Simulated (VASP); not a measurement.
Write the native input for VASP 6.6.1 that does the following.

```
Task                   : single point
Functional             : PBEsol
Potentials or basis    : VASP PAW PBE potentials, release 64 (Cd, Se)
Cutoff                 : 520 eV
k mesh                 : 9 × 9 × 6
Occupations            : gaussian, width 0.01 eV
Spin                   : no spin polarisation
Dipole correction      : no
Further INCAR settings : ALGO = Normal; EDIFF = 1e-07; NBANDS = 26
```

The structure of CdSe (sol) lies in POSCAR:

```
CdSe
1.0
    4.3021423016      0.0000000000      0.0000000000
   -2.1510711508      3.7257645239      0.0000000000
    0.0000000000      0.0000000000      7.0214578052
Cd Se
2 2
Direct
    0.3333333333      0.6666666667     -0.0091853380
    0.6666666667      0.3333333333      0.4908146620
    0.3333333333      0.6666666667      0.3851853380
    0.6666666667      0.3333333333      0.8851853380
```

One way to write it, as run:

INCAR

```
SYSTEM = CdSe
ALGO = Normal
EDIFF = 1E-7
ENCUT = 520
GGA = PS
ISIF = 2
ISMEAR = 0
LASPH = .True.
LCHARG = .False.
LREAL = .False.
LWAVE = .False.
NBANDS = 26
NELM = 80
PREC = Accurate
SIGMA = 0.01
```

KPOINTS

```
k-points
0
Gamma
  9 9 6
  0 0 0
```

Potentials or basis: VASP PAW PBE potentials, release 64 (Cd, Se).

Command:

```sh
$ cat potpaw_PBE.64/Cd/POTCAR potpaw_PBE.64/Se/POTCAR > POTCAR
$ mpirun -np 1 vasp_std > vasp.out
```

Results of the run:

| Quantity | Value |
| --- | --- |
| Pressure | 0.7 GPa |
| Largest force | 0.471 eV/Å |
| Band gap on the k mesh | 0.61 eV, direct |

Caveat: the PAW data sets were made with another functional, which shifts forces and pressure a little.

It took 47 s on 1 thread of Intel(R) Xeon(R) 6975P-C (Granite Rapids), on a shared host, peak memory 0.29 GiB.
